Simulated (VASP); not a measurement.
# Ge (Pm-3m) in VASP: further runs

Ge is run at these levels: PBE; tasks: single point.

Everything below comes from runs of VASP 6.6.1. Logs are shortened: lines on timing, memory, paths and dates and some standing lists are left out, and cuts for length are marked.

### Step 1. The cell of the first run

The structure is cubic, space group Pm-3m (No. 221). The conventional cell has a = 2.655 Å, b = 2.655 Å, c = 2.655 Å, α = 90.00°, β = 90.00°, γ = 90.00°. Ge (site symmetry m-3m) has 6 Ge at 2.66 Å within 3.5 Å.

### Step 2. Single point, PBE

Input file INCAR:

```
  PREC = Accurate
  ENCUT = 520
  EDIFF = 1E-6
  ISMEAR = -1
  SIGMA = 0.05
  LREAL = False
  LASPH = True
  NELM = 60
  ALGO = Normal
  ISIF = 2
  LWAVE = False
  LCHARG = False
  GGA = PE
  NBANDS = 13
```

Input file KPOINTS:

```
regular mesh
0
Gamma
  10 10 10
```

Input file POSCAR:

```
Ge
1.0
    2.6551387601      0.0000000000      0.0000000000
    0.0000000000      2.6551387601      0.0000000000
    0.0000000000      0.0000000000      2.6551387601
Ge
1
Direct
    0.0000000000      0.0000000000      0.0000000000
```

Potentials or basis: VASP PAW PBE potentials, release 64 (Ge_d).

On the command line:

```bash
$ cat potpaw_PBE.64/Ge_d/POTCAR > POTCAR
$ mpirun -np 1 vasp_std > vasp.out
```

OUTCAR:

```text
PREC = Accurate
   ENCUT = 520
   EDIFF = 1E-6
   ISMEAR = -1
   LREAL = False
   LASPH = True
   NELM = 60
   ISIF = 2
   GGA = PE

 ion  position               nearest neighbor table
   1  0.000  0.000  0.000-

  LATTYP: Found a simple cubic cell.
 ALAT       =     2.6551387601

  Lattice vectors:

 A1 = (   2.6551387601,   0.0000000000,   0.0000000000)
 A2 = (   0.0000000000,   2.6551387601,   0.0000000000)
 A3 = (   0.0000000000,   0.0000000000,   2.6551387601)

Analysis of symmetry for initial positions (statically):
=====================================================================
 Subroutine PRICEL returns:
 Original cell was already a primitive cell.

 Routine SETGRP: Setting up the symmetry group for a
 simple cubic supercell.

 Subroutine GETGRP returns: Found 48 space group operations
 (whereof 48 operations were pure point group operations)
 out of a pool of 48 trial point group operations.

The static configuration has the point symmetry O_h .

Analysis of symmetry for dynamics (positions and initial velocities):
=====================================================================
 Subroutine PRICEL returns:
 Original cell was already a primitive cell.

 Routine SETGRP: Setting up the symmetry group for a
 simple cubic supercell.

 Subroutine GETGRP returns: Found 48 space group operations
 (whereof 48 operations were pure point group operations)
 out of a pool of 48 trial point group operations.

The dynamic configuration has the point symmetry O_h .

 Subroutine INISYM returns: Found 48 space group operations
 (whereof 48 operations are pure point group operations),
 and found     1 'primitive' translations

----------------------------------------------------------------------------------------

                                     Primitive cell

  volume of cell :      18.7181

  direct lattice vectors                    reciprocal lattice vectors
     2.655138760  0.000000000  0.000000000     0.376628150  0.000000000  0.000000000
     0.000000000  2.655138760  0.000000000     0.000000000  0.376628150  0.000000000
     0.000000000  0.000000000  2.655138760     0.000000000  0.000000000  0.376628150

  length of vectors
     2.655138760  2.655138760  2.655138760     0.376628150  0.376628150  0.376628150

  position of ions in fractional coordinates (direct lattice)
[... 76 lines left out ...]
   NELM   =     60;   NELMIN=  2; NELMDL= -5     # of ELM steps
   EDIFF  = 0.1E-05   stopping-criterion for ELM
   LREAL  =      F    real-space projection
   EDIFFG = 0.1E-04   stopping-criterion for IOM
   NSW    =      0    number of steps for IOM
   IBRION =     -1    ionic relax: 0-MD 1-quasi-New 2-CG
   NFREE  =      0    steps in history (QN), initial steepest desc. (CG)
   ISIF   =      2    stress and relaxation
   ISYM   =      2    0-nonsym 1-usesym 2-fastsym
   POTIM  = 0.5000    time-step for ionic-motion
   TEBEG  =    0.0;   TEEND  =   0.0 temperature during run
   PSTRESS=    0.0 pullay stress
   NELECT =      14.0000    total number of electrons
   NUPDOWN=      -1.0000    fix difference up-down
   EMIN   =  10.00;   EMAX   =-10.00  energy-range for DOS
   EFERMI =   0.00;   METHOD = LEGACY
   ISMEAR =    -1;   SIGMA  =   0.05  broadening in eV -4-tet -1-fermi 0-gaus
   EFERMI_NEDOS =   21; number of points for ismear=-14 and -15
   IALGO  =     38    algorithm
   IMIX   =      4    mixing-type and parameters
     AMIX     =   0.40;   BMIX     =  1.00
     AMIX_MAG =   1.60;   BMIX_MAG =  1.00
  volume/ion in A,a.u.               =      18.72       126.32
  Fermi-wavevector in a.u.,A,eV,Ry     =   1.486039  2.808207 30.045919  2.208313
  Thomas-Fermi vector in A             =   2.599376
   LORBIT       =      0    0 simple, 1 ext, 2 COOP (PROOUT), +10 PAW based schemes
   GGA     = PE    functional components
   LHFCALC =     F    Hartree Fock is set to
   AEXX    =    0.0000 exact exchange contribution
   IVDW    =     0    specifies the selected vdW correction
   LEPSILON=     F    determine dielectric tensor
   LRPA    =     F    only Hartree local field effects (RPA)
 non-spin polarized calculation
  energy-cutoff  :      520.00
  volume of cell :       18.72
 maximum number of plane-waves:       518
 NGX is ok and might be reduce to    20
   NGX =  9   NGY =  9   NGZ =  9

 number of electron      13.9999993 magnetization

 Free energy of the ion-electron system (eV)
  ---------------------------------------------------
  ext. energy  EPLUGINS =         0.00000000
  ---------------------------------------------------
  free energy    TOTEN  =        -4.28982038 eV

  energy without entropy =       -4.28783834  energy(sigma->0) =       -4.28882936

 E-fermi :   6.5627     XC(G=0): -11.2173

 val. band max:        6.4864229868   @ k =   0.3000   0.3000   0.2000
 cond. band min:       6.6498840147   @ k =   0.5000   0.5000   0.5000
 fundamental gap:      0.1634610279
 Fermi energy:         6.5627483143

 k-point     1 :       0.0000    0.0000    0.0000
  band No.  band energies     occupation
      1     -18.1600      2.00000
      2     -18.1600      2.00000
      3     -17.8697      2.00000
      4     -17.8697      2.00000
      5     -17.8697      2.00000
      6      -6.6629      2.00000
      7      13.5028      0.00000
      8      13.5028      0.00000
      9      13.5028      0.00000
     10      16.8334      0.00000
     11      16.8334      0.00000
     12      19.6759      0.00000
     13      35.9853      0.00000
[... 354 lines left out ...]
  band No.  band energies     occupation
      1     -18.1164      2.00000
      2     -17.9981      2.00000
      3     -17.9292      2.00000
      4     -17.9276      2.00000
      5     -17.8800      2.00000
      6      -4.4283      2.00000
      7       4.8976      2.00000
      8      12.5891      0.00000
      9      13.3723      0.00000
     10      21.4458      0.00000
     11      21.6637      0.00000
     12      23.1572      0.00000
     13      24.8098      0.00000

 [... further k-points ...]
[... 5 lines left out ...]
  --------------------------------------------------------------------------------------
  -------------------------------------------------------------------------------------
  Total        0.4781492      0.4781492      0.4781492     -0.0000000     -0.0000000      0.0000000
  in kB       40.9272338     40.9272338     40.9272338     -0.0000000     -0.0000000      0.0000000
  external PRESSURE =      40.9272338 kB  Pullay stress =       0.0000000 kB

 VOLUME and BASIS-vectors are now :
 -----------------------------------------------------------------------------
  energy-cutoff  :      520.00
  volume of cell :       18.72
      direct lattice vectors                 reciprocal lattice vectors
     2.655138760  0.000000000  0.000000000     0.376628150  0.000000000  0.000000000
     0.000000000  2.655138760  0.000000000     0.000000000  0.376628150  0.000000000
     0.000000000  0.000000000  2.655138760     0.000000000  0.000000000  0.376628150

 POSITION                                       TOTAL-FORCE (eV/Angst)
 -----------------------------------------------------------------------------------
      0.00000      0.00000      0.00000         0.000000      0.000000      0.000000
 -----------------------------------------------------------------------------------
    total drift:                                0.000000      0.000000      0.000000

  FREE ENERGIE OF THE ION-ELECTRON SYSTEM (eV)
  ---------------------------------------------------
  free  energy   TOTEN  =        -4.2898203817 eV

  energy  without entropy=       -4.2878383353  energy(sigma->0) =       -4.28882936
```

OSZICAR:

```text
N       E                     dE             d eps       ncg     rms          rms(c)
DAV:   1     0.597010326703E+02    0.59701E+02   -0.69880E+03  1628   0.297E+03
DAV:   2     0.991748493818E+00   -0.58709E+02   -0.55926E+02  1541   0.402E+02
DAV:   3    -0.422275207125E+01   -0.52145E+01   -0.51952E+01  1656   0.696E+01
DAV:   4    -0.429433057218E+01   -0.71579E-01   -0.71571E-01  1626   0.880E+00
DAV:   5    -0.429504806694E+01   -0.71749E-03   -0.71749E-03  1701   0.961E-01    0.154E+00
DAV:   6    -0.429092816997E+01    0.41199E-02   -0.59150E-03  1801   0.179E+00    0.887E-01
DAV:   7    -0.428983250942E+01    0.10957E-02   -0.47327E-03  1754   0.131E+00    0.792E-02
DAV:   8    -0.428982468292E+01    0.78265E-05   -0.75132E-04  1726   0.647E-01    0.341E-02
DAV:   9    -0.428982060991E+01    0.40730E-05   -0.31446E-05  1806   0.122E-01    0.830E-03
DAV:  10    -0.428982038172E+01    0.22820E-06   -0.96177E-07  1181   0.113E-02
   1 F= -.42898204E+01 E0= -.42888294E+01  d E =-.198205E-02
```

It took 3.7 s on 1 thread of Intel Xeon 6975P-C (Granite Rapids), shared host; peak memory 0.12 GiB.

Results:

```yaml
Free_energy: -4.2898 eV
Pressure: 4.1 GPa
Band_gap_on_the_k_mesh: zero (band 7 reaches 13.50 eV, above the bottom of band 8 at 3.86 eV)
```

### Step 3. Single point, PBE

This run uses another cell than the first one, of 19.12 Å³/atom, 1.021 times its volume.

Input file INCAR:

```
PREC = Accurate
ENCUT = 520
EDIFF = 1E-7
ISMEAR = -1
SIGMA = 0.05
LREAL = F
LASPH = T
NELM = 100
ALGO = Normal
ISIF = 2
LWAVE = F
LCHARG = F
GGA = PE
NBANDS = 13
```

KPOINTS is that of step 2.

Input file POSCAR:

```
Ge
1.0
    2.6738375364      0.0000000000      0.0000000000
    0.0000000000      2.6738375364      0.0000000000
    0.0000000000      0.0000000000      2.6738375364
Ge
1
Direct
    0.0000000000      0.0000000000      0.0000000000
```

Potentials or basis: VASP PAW PBE potentials, release 64 (Ge_d).

On the command line:

```bash
$ cat potpaw_PBE.64/Ge_d/POTCAR > POTCAR
$ mpirun -np 1 vasp_std > vasp.out
```

OUTCAR:

```text
PREC = Accurate
   ENCUT = 520
   EDIFF = 1E-7
   ISMEAR = -1
   LREAL = F
   LASPH = T
   NELM = 100
   ISIF = 2
   GGA = PE

 ion  position               nearest neighbor table
   1  0.000  0.000  0.000-

  LATTYP: Found a simple cubic cell.
 ALAT       =     2.6738375364

  Lattice vectors:

 A1 = (   2.6738375364,   0.0000000000,   0.0000000000)
 A2 = (   0.0000000000,   2.6738375364,   0.0000000000)
 A3 = (   0.0000000000,   0.0000000000,   2.6738375364)

[... 552 lines left out ...]
      4     -18.1454      2.00000
      5     -18.1007      2.00000
      6      -4.5224      2.00000
      7       4.7076      2.00000
      8      12.2710      0.00000
      9      13.0166      0.00000
     10      21.0214      0.00000
     11      21.2536      0.00000
     12      22.7714      0.00000
     13      24.3336      0.00000

 [... further k-points ...]
[... 5 lines left out ...]
  --------------------------------------------------------------------------------------
  -------------------------------------------------------------------------------------
  Total        0.3062946      0.3062946      0.3062946      0.0000000      0.0000000      0.0000000
  in kB       25.6711234     25.6711234     25.6711234      0.0000000      0.0000000      0.0000000
  external PRESSURE =      25.6711234 kB  Pullay stress =       0.0000000 kB

 VOLUME and BASIS-vectors are now :
 -----------------------------------------------------------------------------
  energy-cutoff  :      520.00
  volume of cell :       19.12
      direct lattice vectors                 reciprocal lattice vectors
     2.673837536  0.000000000  0.000000000     0.373994301  0.000000000  0.000000000
     0.000000000  2.673837536  0.000000000     0.000000000  0.373994301  0.000000000
     0.000000000  0.000000000  2.673837536     0.000000000  0.000000000  0.373994301

 POSITION                                       TOTAL-FORCE (eV/Angst)
 -----------------------------------------------------------------------------------
      0.00000      0.00000      0.00000         0.000000      0.000000      0.000000
 -----------------------------------------------------------------------------------
    total drift:                                0.000000      0.000000      0.000000

  FREE ENERGIE OF THE ION-ELECTRON SYSTEM (eV)
  ---------------------------------------------------
  free  energy   TOTEN  =        -4.2983539672 eV

  energy  without entropy=       -4.2960330259  energy(sigma->0) =       -4.29719350
```

OSZICAR:

```text
N       E                     dE             d eps       ncg     rms          rms(c)
DAV:   1     0.624452557441E+02    0.62445E+02   -0.72517E+03  1643   0.297E+03
DAV:   2     0.134261976522E+01   -0.61103E+02   -0.58477E+02  1526   0.413E+02
DAV:   3    -0.422490793728E+01   -0.55675E+01   -0.55314E+01  1626   0.723E+01
DAV:   4    -0.430212901239E+01   -0.77221E-01   -0.77212E-01  1646   0.913E+00
DAV:   5    -0.430290379538E+01   -0.77478E-03   -0.77478E-03  1711   0.101E+00    0.149E+00
DAV:   6    -0.429914982813E+01    0.37540E-02   -0.59420E-03  1771   0.177E+00    0.853E-01
DAV:   7    -0.429835989063E+01    0.78994E-03   -0.46755E-03  1751   0.129E+00    0.786E-02
DAV:   8    -0.429835817083E+01    0.17198E-05   -0.74284E-04  1731   0.636E-01    0.336E-02
DAV:   9    -0.429835430395E+01    0.38669E-05   -0.30141E-05  1828   0.117E-01    0.764E-03
DAV:  10    -0.429835418865E+01    0.11531E-06   -0.99553E-07  1586   0.109E-02    0.120E-03
DAV:  11    -0.429835398009E+01    0.20855E-06   -0.11718E-07  1554   0.386E-03    0.141E-04
DAV:  12    -0.429835396721E+01    0.12885E-07   -0.20189E-09   918   0.738E-04
   1 F= -.42983540E+01 E0= -.42971935E+01  d E =-.232094E-02
```

Wall time 4.2 s (1 thread of Intel Xeon 6975P-C (Granite Rapids), shared host); peak memory 0.13 GiB.

What came out:

| Property | Result |
| --- | --- |
| Free energy | -4.2984 eV |
| Pressure | 2.6 GPa |
| Band gap on the k mesh | zero (band 7 reaches 13.16 eV, above the bottom of band 8 at 3.70 eV) |

### Step 4. Single point, PBE

This run uses another cell than the first one, of 19.51 Å³/atom, 1.043 times its volume.

Input file INCAR:

```
PREC = Accurate
ENCUT = 520
EDIFF = 1E-6
ISMEAR = -1
SIGMA = 0.05
LREAL = False
LASPH = True
NELM = 80
ALGO = Normal
ISIF = 2
LWAVE = False
LCHARG = True
GGA = PE
LELF = True
LVHAR = True
NBANDS = 13
```

Input file KPOINTS:

```
Automatic mesh
0
Gamma
  10 10 10
```

Input file POSCAR:

```
Ge
1.0
    2.6922783781      0.0000000000      0.0000000000
    0.0000000000      2.6922783781      0.0000000000
    0.0000000000      0.0000000000      2.6922783781
Ge
1
Direct
    0.0000000000      0.0000000000      0.0000000000
```

On the command line:

```bash
$ cat potpaw_PBE.64/Ge_d/POTCAR > POTCAR
$ mpirun -np 1 vasp_std > vasp.out
```

Run time: 3.8 s. Hardware: 1 thread of Intel Xeon 6975P-C (Granite Rapids), shared host; peak memory 0.13 GiB.

The run converged. Its results:

```
Free energy            : -4.3028 eV
Pressure               : 0.8 GPa
Band gap on the k mesh : zero (band 7 reaches 12.82 eV, above the bottom of band 8 at 3.54 eV)
```

Levels at points of the mesh, in eV from the Fermi level:
| k point | band 3 | band 4 | band 5 | band 6 | band 7 | band 8 | band 9 | band 10 | band 11 | band 12 |
| --- | --- | --- | --- | --- | --- | --- | --- | --- | --- | --- |
| (0.00, 0.00, 0.00) | -24.44 | -24.44 | -24.44 | -12.89 | 6.70 | 6.70 | 6.70 | 10.10 | 10.10 | 12.65 |
| (0.50, 0.00, 0.00) | -24.50 | -24.49 | -24.43 | -9.09 | -5.70 | 9.63 | 9.63 | 13.36 | 15.35 | 16.45 |
| (0.50, 0.50, 0.00) | -24.49 | -24.49 | -24.36 | -5.04 | -2.58 | -2.58 | 3.15 | 12.51 | 19.52 | 19.52 |
| (0.50, 0.50, 0.50) | -24.59 | -24.35 | -24.35 | -0.36 | 0.33 | 0.33 | 0.33 | 6.91 | 6.91 | 6.91 |

### Step 5. The runs side by side

```tsv
cell	gap on the mesh (eV)	pressure (GPa)
a = 2.655 Å, 1 atom	none	4.1
a = 2.674 Å, 1 atom	none	2.6
a = 2.692 Å, 1 atom	none	0.8
```

Alike in all rows: task single point; level PBE; potentials or basis VASP PAW PBE potentials, release 64 (Ge_d); no spin polarisation; k mesh 10 × 10 × 10; cutoff (eV) 520; smearing fermi-dirac 0.05 eV.

Absolute energies hang on the potentials; compare differences alone.
